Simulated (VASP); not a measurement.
# MgC (Cmcm) in VASP: further runs

The runs below take MgC through single point, relaxation of cell and atoms, with PBE.

Program: VASP 6.6.1. These are calculated values, not measurements. Logs are shortened: lines on timing, memory, paths and dates and some standing lists are left out, and cuts for length are marked.

## (1) The cell of the first run

It takes space group Cmcm (No. 63, orthorhombic). Conventional cell: a = 3.400 Å, b = 8.971 Å, c = 3.377 Å, α = 90.00°, β = 90.00°, γ = 90.00°. Within 3.2 Å of Mg (site symmetry m2m) lie 7 C at 2.45 to 2.73 Å and 6 Mg at 3.04 to 3.12 Å. C (site symmetry m2m) has 2 C at 1.91 Å and 6 Mg at 2.45 to 2.55 Å within 2.6 Å.

## (2) Single point, PBE

INCAR

```
SYSTEM = MgC
  PREC = Accurate
  ENCUT = 520
  EDIFF = 1E-6
  ISMEAR = 0
  SIGMA = 0.1
  LREAL = .False.
  LASPH = .True.
  NELM = 100
  ALGO = Normal
  ISIF = 2
  LWAVE = .False.
  LCHARG = .True.
  GGA = PE
  LELF = .True.
  LVHAR = .True.
  NBANDS = 14
```

KPOINTS

```
Automatic mesh
0
Gamma
  6 6 6
  0 0 0
```

POSCAR

```
MgC
1.0
    1.6999846769     -4.4854325427      0.0000000000
    1.6999846769      4.4854325427      0.0000000000
    0.0000000000      0.0000000000      3.3769965879
Mg C
2 2
Direct
    0.8540000000      0.1460000000      0.7500000000
    0.1460000000      0.8540000000      0.2500000000
    0.5500000000      0.4500000000      0.7500000000
    0.4500000000      0.5500000000      0.2500000000
```

Potentials or basis: VASP PAW PBE potentials, release 64 (Mg, C).

Run with:

```bash
> cat potpaw_PBE.64/Mg/POTCAR potpaw_PBE.64/C/POTCAR > POTCAR
> mpirun -np 1 vasp_std > vasp.out
```

OUTCAR:

```text
SYSTEM = MgC
   PREC = Accurate
   ENCUT = 520
   EDIFF = 1E-6
   ISMEAR = 0
   LREAL = .False.
   LASPH = .True.
   NELM = 100
   ISIF = 2
   GGA = PE

 ion  position               nearest neighbor table
   1  0.854  0.146  0.750-   3 2.45   3 2.45   4 2.55   4 2.55   4 2.55   4 2.55   3 2.73   2 3.04
                             2 3.04   2 3.04   2 3.04   2 3.12   2 3.12
   2  0.146  0.854  0.250-   4 2.45   4 2.45   3 2.55   3 2.55   3 2.55   3 2.55   4 2.73   1 3.04
                             1 3.04   1 3.04   1 3.04   1 3.12   1 3.12
   3  0.550  0.450  0.750-   4 1.91   4 1.91   1 2.45   1 2.45   2 2.55   2 2.55   2 2.55   2 2.55
                             1 2.73
   4  0.450  0.550  0.250-   3 1.91   3 1.91   2 2.45   2 2.45   1 2.55   1 2.55   1 2.55   1 2.55
                             2 2.73

  LATTYP: Found a base centered orthorhombic cell.
 ALAT       =     3.3999693538
 B/A-ratio  =     2.6385135135
 C/A-ratio  =     0.9932432432

  Lattice vectors:

 A1 = (   1.6999846769,  -4.4854325427,   0.0000000000)
 A2 = (   1.6999846769,   4.4854325427,   0.0000000000)
 A3 = (   0.0000000000,   0.0000000000,   3.3769965879)

Analysis of symmetry for initial positions (statically):
=====================================================================
 Subroutine PRICEL returns:
 Original cell was already a primitive cell.

 Routine SETGRP: Setting up the symmetry group for a
 base centered orthorhombic supercell.

 Subroutine GETGRP returns: Found  8 space group operations
 (whereof  4 operations were pure point group operations)
 out of a pool of  8 trial point group operations.

The static configuration has the point symmetry C_2h.
 The point group associated with its full space group is D_2h.

Analysis of symmetry for dynamics (positions and initial velocities):
=====================================================================
 Subroutine PRICEL returns:
 Original cell was already a primitive cell.

 Routine SETGRP: Setting up the symmetry group for a
 base centered orthorhombic supercell.

 Subroutine GETGRP returns: Found  8 space group operations
 (whereof  4 operations were pure point group operations)
 out of a pool of  8 trial point group operations.

The dynamic configuration has the point symmetry C_2h.
 The point group associated with its full space group is D_2h.

 Subroutine INISYM returns: Found  8 space group operations
 (whereof  4 operations are pure point group operations),
 and found     1 'primitive' translations

----------------------------------------------------------------------------------------

                                     Primitive cell

  volume of cell :      51.5003

[... 109 lines left out ...]
   IALGO  =     38    algorithm
   IMIX   =      4    mixing-type and parameters
     AMIX     =   0.40;   BMIX     =  1.00
     AMIX_MAG =   1.60;   BMIX_MAG =  1.00
  volume/ion in A,a.u.               =      12.88        86.89
  Fermi-wavevector in a.u.,A,eV,Ry     =   1.007392  1.903695 13.807724  1.014839
  Thomas-Fermi vector in A             =   2.140194
   LORBIT       =      0    0 simple, 1 ext, 2 COOP (PROOUT), +10 PAW based schemes
   GGA     = PE    functional components
   LHFCALC =     F    Hartree Fock is set to
   AEXX    =    0.0000 exact exchange contribution
   IVDW    =     0    specifies the selected vdW correction
   LEPSILON=     F    determine dielectric tensor
   LRPA    =     F    only Hartree local field effects (RPA)
 non-spin polarized calculation
 Gauss-broadening in eV      SIGMA  =   0.10
  energy-cutoff  :      520.00
  volume of cell :       51.50
 maximum number of plane-waves:      1416
   NGX = 17   NGY = 17   NGZ = 13

 number of electron      12.0000000 magnetization

 Free energy of the ion-electron system (eV)
  ---------------------------------------------------
  ext. energy  EPLUGINS =         0.00000000
  ---------------------------------------------------
  free energy    TOTEN  =       -17.35996605 eV

  energy without entropy =      -17.35502277  energy(sigma->0) =      -17.35749441

 E-fermi :   4.9463     XC(G=0): -10.0583

 val. band max:        4.9201663376   @ k =  -0.3333   0.3333   0.1667
 cond. band min:       4.9501194605   @ k =   0.1667  -0.0000   0.5000
 fundamental gap:      0.0299531229
 Fermi energy:         4.9463236822

 k-point     1 :       0.0000    0.0000    0.0000
  band No.  band energies     occupation
      1      -9.3232      2.00000
      2      -2.0088      2.00000
      3       0.2185      2.00000
      4       0.2802      2.00000
      5       2.0134      2.00000
      6       3.6149      2.00000
      7       6.6402      0.00000
      8       7.5516      0.00000
      9       8.5702      0.00000
     10       9.6170      0.00000
     11      11.0399      0.00000
     12      12.2131      0.00000
     13      12.2423      0.00000
     14      13.0105      0.00000
[... 377 lines left out ...]
      1      -8.6389      2.00000
      2      -3.4194      2.00000
      3      -1.2123      2.00000
      4       0.8952      2.00000
      5       3.4079      2.00000
      6       4.8122      1.94217
      7       5.7507      0.00000
      8       7.2530      0.00000
      9       8.1507      0.00000
     10       9.1471      0.00000
     11      11.0586      0.00000
     12      12.5512      0.00000
     13      13.8275      0.00000
     14      14.5407      0.00000

 [... further k-points ...]

------------------------ aborting loop because EDIFF is reached ----------------------------------------

  FORCE on cell =-STRESS in cart. coord.  units (eV):
  Direction    XX          YY          ZZ          XY          YZ          ZX
  --------------------------------------------------------------------------------------
  -------------------------------------------------------------------------------------
  Total       -1.1725432     -4.5669233     -8.7614610      0.0000000     -0.0000000      0.0000000
  in kB      -36.4778712   -142.0771860   -272.5694381      0.0000000     -0.0000000      0.0000000
  external PRESSURE =    -150.3748318 kB  Pullay stress =       0.0000000 kB

 VOLUME and BASIS-vectors are now :
 -----------------------------------------------------------------------------
  energy-cutoff  :      520.00
  volume of cell :       51.50
      direct lattice vectors                 reciprocal lattice vectors
     1.699984677 -4.485432543  0.000000000     0.294120298 -0.111471970  0.000000000
     1.699984677  4.485432543  0.000000000     0.294120298  0.111471970  0.000000000
     0.000000000  0.000000000  3.376996588     0.000000000  0.000000000  0.296121116

 POSITION                                       TOTAL-FORCE (eV/Angst)
 -----------------------------------------------------------------------------------
      1.69998     -3.17569      2.53275         0.000000     -1.003285      0.000000
      1.69998      3.17569      0.84425         0.000000      1.003285     -0.000000
      1.69998     -0.44854      2.53275         0.000000     -0.515047     -0.000000
      1.69998      0.44854      0.84425         0.000000      0.515047      0.000000
 -----------------------------------------------------------------------------------
    total drift:                                0.000000      0.000000      0.000000

  FREE ENERGIE OF THE ION-ELECTRON SYSTEM (eV)
  ---------------------------------------------------
  free  energy   TOTEN  =       -17.3599660495 eV

  energy  without entropy=      -17.3550227670  energy(sigma->0) =      -17.35749441
```

stdout:

```text
POSCAR found type information on POSCAR MgC
 POSCAR found :  2 types and       4 ions
 scaLAPACK will be used
 LDA part: xc-table for (Slater+PW92), standard interpolation
 POSCAR, INCAR and KPOINTS ok, starting setup
 FFT: planning ... GRIDC
 FFT: planning ... GRID_SOFT
 FFT: planning ... GRID
 WAVECAR not read
 entering main loop
```

Wall time 17 s (1 thread of Intel Xeon 6975P-C (Granite Rapids), shared host); peak memory 0.19 GiB.

Results:

- Free energy: -17.3600 eV
- Pressure: -15.0 GPa
- Largest force: 1.003 eV/Å
- Band gap on the k mesh: zero (bands 6 and 7 overlap by 1.34 eV)

Forces on the atoms (eV/Å):
```
Mg   0.000 -1.003  0.000
Mg   0.000  1.003  0.000
C    0.000 -0.515  0.000
C    0.000  0.515  0.000
```

Stress tensor (GPa, compression positive):
```
 -3.65   0.00   0.00
  0.00 -14.21   0.00
  0.00   0.00 -27.26
```

Caveat: the cell stands under tension; forces of over 1 eV/Å act on the atoms, so gaps and moduli don't describe the material at rest.

## (3) Relaxation of cell and atoms, PBE

INCAR

```
SYSTEM = MgC
ALGO     = Normal         ! electronic algorithm
EDIFF    = 1E-6           ! SCF threshold, eV
EDIFFG   = -0.04          ! ionic threshold
ENCUT    = 600            ! plane-wave cutoff, eV
GGA      = PE             ! functional
IBRION   = 2              ! ionic algorithm
ISIF     = 3              ! what is computed and relaxed
ISMEAR   = 0              ! smearing method
LASPH    = .TRUE.         ! aspherical terms in the spheres
LCHARG   = .FALSE.        ! write CHGCAR
LREAL    = .FALSE.        ! projectors in reciprocal space
LWAVE    = .FALSE.        ! write WAVECAR
NELM     = 80             ! most SCF steps
NSW      = 90             ! ionic steps
PREC     = Accurate       ! precision mode
SIGMA    = 0.1            ! smearing width, eV
```

KPOINTS

```
k-points
0
G
  6 6 6
  0 0 0
```

POSCAR is that of step 2.

Potentials or basis: VASP PAW PBE potentials, release 64 (Mg, C).

Run with:

```bash
> cat potpaw_PBE.64/Mg/POTCAR potpaw_PBE.64/C/POTCAR > POTCAR
> mpirun -np 1 vasp_std > vasp.out
```

OUTCAR:

```text
SYSTEM = MgC
   EDIFF = 1E-6
   EDIFFG = -0.04
   ENCUT = 600
   GGA = PE
   IBRION = 2
   ISIF = 3
   ISMEAR = 0
   LASPH = .TRUE.
   LREAL = .FALSE.
   NELM = 80
   NSW = 90
   PREC = Accurate

 ion  position               nearest neighbor table
   1  0.854  0.146  0.750-   3 2.45   3 2.45   4 2.55   4 2.55   4 2.55   4 2.55   3 2.73   2 3.04
                             2 3.04   2 3.04   2 3.04   2 3.12   2 3.12
   2  0.146  0.854  0.250-   4 2.45   4 2.45   3 2.55   3 2.55   3 2.55   3 2.55   4 2.73   1 3.04
                             1 3.04   1 3.04   1 3.04   1 3.12   1 3.12
   3  0.550  0.450  0.750-   4 1.91   4 1.91   1 2.45   1 2.45   2 2.55   2 2.55   2 2.55   2 2.55
                             1 2.73
   4  0.450  0.550  0.250-   3 1.91   3 1.91   2 2.45   2 2.45   1 2.55   1 2.55   1 2.55   1 2.55
                             2 2.73

  LATTYP: Found a base centered orthorhombic cell.
 ALAT       =     3.3999693538
 B/A-ratio  =     2.6385135135
 C/A-ratio  =     0.9932432432
[... 403 lines left out ...]
      4       1.2392      2.00000
      5       2.5597      2.00000
      6       7.0847      1.99992
      7       7.1970      1.98220
      8       9.6038      0.00000
      9      11.9630      0.00000
     10      12.1600      0.00000
[... 287 lines left out ...]
 k-point    24 :       0.5000    0.3333    0.1667
  band No.  band energies     occupation
      1      -9.0195      2.00000
      2      -2.3803      2.00000
      3       0.4797      2.00000
      4       0.6190      2.00000
      5       4.9598      2.00000
      6       7.2918      1.69636
      7       7.9647      0.00000
      8       9.6660      0.00000
      9      10.9179      0.00000
     10      12.9155      0.00000

 [... further k-points ...]

------------------------ aborting loop because EDIFF is reached ----------------------------------------

  FORCE on cell =-STRESS in cart. coord.  units (eV):
  Direction    XX          YY          ZZ          XY          YZ          ZX
  --------------------------------------------------------------------------------------
  -------------------------------------------------------------------------------------
  Total        0.0101671      0.0581475     -0.0283360      0.0000000     -0.0000000      0.0000000
  in kB        0.3946544      2.2570907     -1.0999108      0.0000000     -0.0000000      0.0000000
  external PRESSURE =       0.5172781 kB  Pullay stress =       0.0000000 kB
[... 19 lines left out ...]
  FREE ENERGIE OF THE ION-ELECTRON SYSTEM (eV)
  ---------------------------------------------------
  free  energy   TOTEN  =       -18.7852427435 eV

  energy  without entropy=      -18.7823253072  energy(sigma->0) =      -18.78378403

 reached required accuracy - stopping structural energy minimisation
```

Wall time 3.9 min (1 thread of Intel Xeon 6975P-C (Granite Rapids), shared host); peak memory 0.24 GiB.

Results:

| Quantity | Value |
| --- | --- |
| Free energy | -18.7852 eV |
| Relaxed volume | 10.32 Å³/atom |
| Relaxed cell | a = 4.513 Å, b = 4.513 Å, c = 2.729 Å, α = 90.00°, β = 90.00°, γ = 132.05° |
| Space group after relaxing (to 0.1 Å) | Cmcm (No. 63) |
| Energy gained by relaxing | 356.1 meV/atom |
| Ionic steps | 29 |
| Pressure after relaxing | 0.1 GPa |
| Largest force after relaxing | 0.012 eV/Å |
| Band gap on the k mesh | zero (bands 6 and 7 overlap by 0.12 eV) |

Forces in eV/Å, atoms in the order of the input:
```
Mg   0.000  0.011  0.000
Mg   0.000 -0.011  0.000
C    0.000 -0.012  0.000
C    0.000  0.012  0.000
```

Stress tensor (GPa, compression positive):
```
 0.04  0.00  0.00
 0.00  0.23  0.00
 0.00  0.00 -0.11
```

The path:
| step | energy change (eV) | largest force (eV/Å) | pressure (GPa) | volume (Å³) |
| --- | --- | --- | --- | --- |
| 1 | 0.0000 | 1.0035 | -15.11 | 51.50 |
| 2 | -0.9934 | 1.0085 | -4.72 | 42.87 |
| 3 | -1.1533 | 1.1548 | 11.77 | 38.08 |
| 4 | -1.1711 | 1.2504 | 4.00 | 39.75 |
| 5 | -1.1777 | 1.2262 | 6.05 | 39.27 |
| 6 | -1.1103 | 1.7916 | 11.46 | 38.46 |
| 7 | -1.3123 | 0.5088 | 7.91 | 38.94 |
| 8 | -1.3823 | 0.3600 | -1.86 | 41.60 |
| 9 | -1.3831 | 0.3403 | -0.99 | 41.32 |
| 10 | -1.3997 | 0.1369 | -0.41 | 41.35 |
| 11 | -1.4088 | 0.0763 | 0.41 | 41.37 |
| 12 | -1.3943 | 0.6216 | 2.91 | 41.38 |
| 13 | -1.4102 | 0.1761 | 0.81 | 41.37 |
| 14 | -1.4159 | 0.0686 | 0.35 | 41.77 |
| 15 | -1.4162 | 0.0507 | 0.42 | 41.70 |
| 16 | -1.4173 | 0.0368 | -0.48 | 41.97 |
| 17 | -1.4174 | 0.0295 | -0.36 | 41.94 |
| 18 | -1.4180 | 0.0423 | -0.16 | 41.84 |
| 19 | -1.4192 | 0.1136 | 0.50 | 41.54 |
| 20 | -1.4194 | 0.1183 | 0.49 | 41.52 |
| 21 | -1.4200 | 0.1318 | 0.49 | 41.48 |
| 22 | -1.4208 | 0.1599 | 0.50 | 41.40 |
| 23 | -1.4201 | 0.2146 | 0.60 | 41.22 |
| 24 | -1.4209 | 0.1747 | 0.51 | 41.35 |
| 25 | -1.4220 | 0.1524 | 0.26 | 41.37 |
| 26 | -1.4236 | 0.0826 | -0.40 | 41.44 |
| 27 | -1.4236 | 0.0737 | -0.49 | 41.45 |
| 28 | -1.4241 | 0.0471 | -0.26 | 41.38 |
| 29 | -1.4244 | 0.0121 | 0.05 | 41.28 |

Final structure:
```
Mg C
1.0
     1.83400   -4.12386    0.00000
     1.83400    4.12386    0.00000
     0.00000    0.00000    2.72872
Mg C
2 2
Direct
  0.85428 0.14572 0.75000
  0.14572 0.85428 0.25000
  0.55502 0.44498 0.75000
  0.44498 0.55502 0.25000
```

Levels at points of the mesh, in eV from the Fermi level:
```tsv
k point	band 2	band 3	band 4	band 5	band 6	band 7	band 8	band 9	band 10
(0.00, 0.00, 0.00)	-8.08	-6.46	-6.13	-4.80	-0.28	-0.17	2.24	4.60	4.80
(0.50, 0.00, 0.00)	-9.59	-8.20	-4.99	-4.72	-0.89	1.28	3.77	5.33	6.60
(0.50, 0.50, 0.00)	-10.51	-6.38	-4.76	-1.98	-1.11	1.14	1.74	3.18	6.16
(0.00, 0.00, 0.50)	-13.25	-5.00	-5.00	-2.48	-2.48	-0.04	-0.04	3.63	3.63
(0.50, 0.00, 0.50)	-12.81	-5.45	-5.45	-4.71	-4.71	1.01	1.01	5.76	5.76
(0.50, 0.50, 0.50)	-13.05	-6.31	-6.31	-2.61	-2.61	2.78	2.78	3.41	3.41
```

Caveat: the volume moved by over 15 % at a fixed basis, so the end points are rough.
